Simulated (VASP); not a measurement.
Write the native input for VASP 6.6.1 that does the following.

- Task: single point
- Functional: PBE
- Potentials or basis: VASP PAW PBE potentials, release 64 (Zn, S)
- Cutoff: 520 eV
- k mesh: 7 × 7 × 4
- Occupations: methfessel-paxton, width 0.025 eV
- Spin: no spin polarisation
- Dipole correction: no
- Further INCAR settings: ALGO = Normal; EDIFF = 1e-06; NBANDS = 26

The structure of ZnS (Wurtzite-2H) lies in POSCAR:

```
ZnS
1.0
    3.8110000000      0.0000000000      0.0000000000
   -1.9055000000      3.3004228138      0.0000000000
    0.0000000000      0.0000000000      6.2340000000
Zn S
2 2
Direct
    0.6666666667      0.3333333333      0.5000000000
    0.3333333333      0.6666666667      0.0000000000
    0.6666666667      0.3333333333      0.8850000000
    0.3333333333      0.6666666667      0.3850000000
```

These files were run (other wordings do the same):

INCAR

```
SYSTEM = ZnS
PREC     = Accurate       ! precision mode
ENCUT    = 520            ! plane-wave cutoff, eV
EDIFF    = 1E-6           ! SCF threshold, eV
ISMEAR   = 1              ! smearing method
SIGMA    = 0.025          ! smearing width, eV
LREAL    = .FALSE.        ! projectors in reciprocal space
LASPH    = .TRUE.         ! aspherical terms in the spheres
NELM     = 60             ! most SCF steps
ALGO     = Normal         ! electronic algorithm
ISIF     = 2              ! what is computed and relaxed
LWAVE    = .FALSE.        ! write WAVECAR
LCHARG   = .FALSE.        ! write CHGCAR
GGA      = PE             ! functional
NBANDS   = 26             ! bands
```

KPOINTS

```
Automatic mesh
0
G
  7 7 4
  0 0 0
```

Potentials or basis: VASP PAW PBE potentials, release 64 (Zn, S).

Command:

```bash
$ cat potpaw_PBE.64/Zn/POTCAR potpaw_PBE.64/S/POTCAR > POTCAR
$ mpirun -np 1 vasp_std > vasp.out
```

Results of the run:

| Item | Value |
| --- | --- |
| Pressure | 2.5 GPa |
| Largest force | 0.323 eV/Å |
| Band gap on the k mesh | 2.25 eV, direct |

Wall time 37 s on 1 thread of Intel(R) Xeon(R) Platinum 8259CL CPU @ 2.50GHz (Skylake/Cascade Lake) (shared host), peak memory 0.2 GiB.
